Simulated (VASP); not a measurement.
CoO, 4 atoms in the cell. The typed cell holds 4 atoms: a = 3.198 Å, b = 3.198 Å, c = 5.229 Å, α = 90.00°, β = 90.00°, γ = 120.00°. 

| Property | Result |
| --- | --- |
| Program | VASP 6.6.1 |
| Task | single point |
| Functional | PBE |
| Potentials or basis | VASP PAW PBE potentials, release 64 (Co, O) |
| Cutoff | 520 eV |
| k mesh | 6 × 6 × 4 |
| Occupations | gaussian, width 0.1 eV |
| Spin | collinear spin, antiferromagnetic start |
| Starting moments | [-3.0, 3.0, 0.0, 0.0] μB |
| Dipole correction | no |
| Further INCAR settings | ALGO = Normal; EDIFF = 1e-07; NBANDS = 27 |

Potentials or basis: VASP PAW PBE potentials, release 64 (Co, O).

Command:

```console
$ cat potpaw_PBE.64/Co/POTCAR potpaw_PBE.64/O/POTCAR > POTCAR
$ mpirun -np 1 vasp_std > vasp.out
```

Hardware: 1 thread of Intel(R) Xeon(R) 6975P-C (Granite Rapids) (shared host).

Estimate the wall time of this run.

Wall time 60 s on 1 thread of Intel(R) Xeon(R) 6975P-C (Granite Rapids), with other jobs on the host, peak memory 0.19 GiB. Counts: scf iterations 20, k points 24.
